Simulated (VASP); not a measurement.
Set up this calculation in VASP 6.6.1, as the native input.

- Task: single point
- Functional: LDA
- Potentials or basis: VASP PAW LDA potentials, release 64 (Ir)
- Cutoff: 520 eV
- k mesh: 22 × 22 × 22
- Occupations: gaussian, width 0.15 eV
- Spin: no spin polarisation
- Dipole correction: no
- Further INCAR settings: ALGO = Normal; EDIFF = 1e-06; NBANDS = 10

The structure of Ir lies in POSCAR:

```
Ir
1.0
    0.0000000000      1.9221777951      1.9221777951
    1.9221777951      0.0000000000      1.9221777951
    1.9221777951      1.9221777951      0.0000000000
Ir
1
Direct
    0.0000000000      0.0000000000      0.0000000000
```

This cell differs from its parent crystal: volume 14.204 Å^3 an atom, c/a of the conventional cell 1.0000.

These files were run (other wordings do the same):

INCAR

```
PREC = Accurate
ENCUT = 520
EDIFF = 1E-6
ISMEAR = 0
SIGMA = 0.15
LREAL = False
LASPH = True
NELM = 100
ALGO = Normal
ISIF = 2
LWAVE = False
LCHARG = False
NBANDS = 10
```

KPOINTS

```
Automatic mesh
0
Gamma
  22 22 22
```

Potentials or basis: VASP PAW LDA potentials, release 64 (Ir).

Command:

```bash
$ cat potpaw_LDA.64/Ir/POTCAR > POTCAR
$ mpirun -np 1 vasp_std > vasp.out
```

It gave:

```
Pressure : -7.5 GPa
```

Wall time 22 s on 1 thread of AMD EPYC 9R45 96-Core Processor (Zen 5) (shared host), peak memory 0.13 GiB.
